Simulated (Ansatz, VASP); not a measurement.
WSe2 in VASP and in Ansatz

File INCAR:

```
SYSTEM = WSe2
PREC = Accurate ; ENCUT = 520
EDIFF = 1E-6 ; ISMEAR = 0
SIGMA = 0.05 ; LREAL = .False.
LASPH = .True. ; NELM = 100
ALGO = Normal ; ISIF = 2
LWAVE = .False. ; LCHARG = .True.
GGA = PS ; LELF = .True.
LVHAR = .True. ; NBANDS = 20
```

KPOINTS

```
regular mesh
0
Gamma
  12 12 2
  0 0 0
```

The input POSCAR:

```
WSe2
1.0
    3.2211988882      0.0000000000      0.0000000000
   -1.6105994441      2.7896400678      0.0000000000
    0.0000000000      0.0000000000     16.6612170741
W Se
1 2
Direct
    0.0000000000      0.0000000000      0.0000000000
    0.3333333333      0.6666666667      0.1003992715
    0.3333333333      0.6666666667      0.8996007285
```

Input for Ansatz:

```yaml
crystal:
  lattice:
    - [3.2211988882, 0.0, 0.0]
    - [-1.6105994441, 2.7896400678, 0.0]
    - [0.0, 0.0, 16.6612170741]
  atoms:
    - { symbol: W, position: [0.0, 0.0, 0.0] }
    - { symbol: Se, position: [0.3333333333, 0.6666666667, 0.1003992715] }
    - { symbol: Se, position: [0.3333333333, 0.6666666667, 0.8996007285] }
basis:
  ecutwfc: 420
kpoints:
  mp_grid: { grid: [12, 12, 2] }
hamiltonian:
  xc: pbesol
scf:
  occupations: { method: gaussian, width: 0.05 }
output:
  forces: true
  stress: true
  eigenvalues: true
```

Change from the starting cell: strain -0.015 along x and y, +0.000 along z, atoms carried along.

Alike in both runs: task single point; functional PBEsol; k mesh 12 × 12 × 2; occupations gaussian, width 0.05 eV; no spin polarisation.

```csv
,VASP,Ansatz
version,VASP 6.6.1,Ansatz 0.2.0
potentials or method,"VASP PAW PBE potentials, release 64 (W_sv, Se), cutoff 520 eV","scalar-relativistic, plane waves, PAW"
valence electrons in the cell,26,46
```

```csv
,VASP,Ansatz,Ansatz less VASP
gap on the k mesh at the Fermi level (eV),1.67,1.67,-0.002
least direct gap on the mesh (eV),1.86,1.87,+0.004
rms of the force components (eV/Å),0.198,0.165,-0.0322
```

VASP's potentials were made for PBE, not for PBEsol. Atom by atom the forces differ by 0.032 eV/Å (rms over components). The functional is the same, so the differences come from potentials, cutoffs and numerics. VASP's potentials hold 26 valence electrons a cell and Ansatz's 46, so a difference there can come from the potentials and not from the codes.

Spin-orbit coupling is off throughout.
